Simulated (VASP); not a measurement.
Here is a VASP 6.6.1 calculation.

Contents of INCAR:

```
SYSTEM = P
PREC     = Accurate       ! precision mode
ENCUT    = 520            ! plane-wave cutoff, eV
EDIFF    = 1E-6           ! SCF threshold, eV
ISMEAR   = -1             ! smearing method
SIGMA    = 0.1            ! smearing width, eV
LREAL    = .False.        ! projectors in reciprocal space
LASPH    = .True.         ! aspherical terms in the spheres
NELM     = 60             ! most SCF steps
ALGO     = Normal         ! electronic algorithm
ISIF     = 2              ! what is computed and relaxed
LWAVE    = .False.        ! write WAVECAR
LCHARG   = .True.         ! write CHGCAR
GGA      = B5             ! functional
ALDAX    = 1.0          
AGGAX    = 1.0          
AGGAC    = 1.0          
ALDAC    = 0.0          
LELF     = .True.         ! ELF
LVHAR    = .True.       
NBANDS   = 8              ! bands
```

File KPOINTS:

```
regular mesh
0
Gamma
  22 22 22
  0 0 0
```

Contents of POSCAR:

```
P
1.0
    0.0000000000      2.0316886480      2.0316886480
    2.0316886480      0.0000000000      2.0316886480
    2.0316886480      2.0316886480      0.0000000000
P
1
Direct
    0.0000000000      0.0000000000      0.0000000000
```

Potentials or basis: VASP PAW PBE potentials, release 64 (P).

Command:

```bash
$ cat potpaw_PBE.64/P/POTCAR > POTCAR
$ mpirun -np 1 vasp_std > vasp.out
```

**Question.** Predict the pressure.

**Answer.** 0.0 GPa.

Caveat: the PAW data sets were made with another functional, which shifts forces and pressure a little.
